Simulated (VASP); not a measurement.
Input of a VASP 6.6.1 run:

File INCAR:

```
SYSTEM = Ti3Se
PREC = Accurate ; ENCUT = 520
EDIFF = 1E-6 ; ISMEAR = -1
SIGMA = 0.05 ; LREAL = .False.
LASPH = .True. ; NELM = 150
ALGO = Normal ; ISIF = 2
LWAVE = .False. ; LCHARG = .False.
LMAXMIX = 4 ; LDAU = .True.
LDAUTYPE = 2 ; LDAUL = -1 2
LDAUU = 0 3 ; LDAUJ = 0 0
LDAUPRINT = 1 ; GGA = PS
NBANDS = 29
```

File KPOINTS:

```
Automatic mesh
0
Gamma
  10 10 4
  0 0 0
```

Contents of POSCAR:

```
Ti3Se
1.0
    3.1974455988      0.0000000000      0.0000000000
   -1.5987227994      2.7690691158      0.0000000000
    0.0000000000      0.0000000000      7.9427450000
Se Ti
1 3
Direct
    0.0000000000      0.0000000000      0.0000000000
    0.6666666667      0.3333333333      0.5000000000
    0.3333333333      0.6666666667      0.7729020000
    0.3333333333      0.6666666667      0.2270980000
```

Potentials or basis: VASP PAW PBE potentials, release 64 (Se, Ti_sv).

Command:

```bash
$ cat potpaw_PBE.64/Se/POTCAR potpaw_PBE.64/Ti_sv/POTCAR > POTCAR
$ mpirun -np 1 vasp_std > vasp.out
```

Task: Estimate the band gap on the k mesh.

Result: Zero (bands 21 and 22 overlap by 0.70 eV).

Task: Estimate the largest force.

Result: 0.115 eV/Å.

Task: Predict the pressure.

Result: 0.4 GPa.

Stress tensor (GPa, compression positive):
```
-0.18  0.00  0.00
 0.00 -0.18  0.00
 0.00  0.00  1.68
```

Caveat: the PAW data sets were made with another functional, which shifts forces and pressure a little; U without spin polarisation on a metal has little footing.
